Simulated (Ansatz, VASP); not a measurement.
## AgB2 in VASP and in Ansatz

```xyz
3
Lattice="3.0000 0.0000 0.0000 -1.5000 2.5981 0.0000 0.0000 0.0000 3.2076" Properties=species:S:1:pos:R:3 pbc="T T T"
Ag    0.0000    0.0000    0.0000
B     0.0000    1.7321    1.6038
B     1.5000    0.8660    1.6038
```

Change from the starting cell: zz strain of -1 %.

Alike in both runs: task single point; functional PBEsol; k mesh 16 × 16 × 13; occupations fermi-dirac, width 0.05 eV; no spin polarisation.

|  | VASP | Ansatz |
| --- | --- | --- |
| version | VASP 6.6.1 | Ansatz 0.2.0 |
| potentials or method | VASP PAW PBE potentials, release 64 (Ag, B), cutoff 520 eV | all-electron LAPW, scalar-relativistic |

|  | VASP | Ansatz | Ansatz less VASP |
| --- | --- | --- | --- |
| pressure (GPa) | 50.4 | 50.4 | -0.07 |
| traceless stress, the component that is largest in VASP (GPa) | 21.81 | 21.97 | +0.166 |

VASP's potentials were made for PBE, not for PBEsol. Both programs put the cell under a high pressure, so it lies far from rest at this level. Ansatz ran all-electron here, and VASP with PAW potentials.
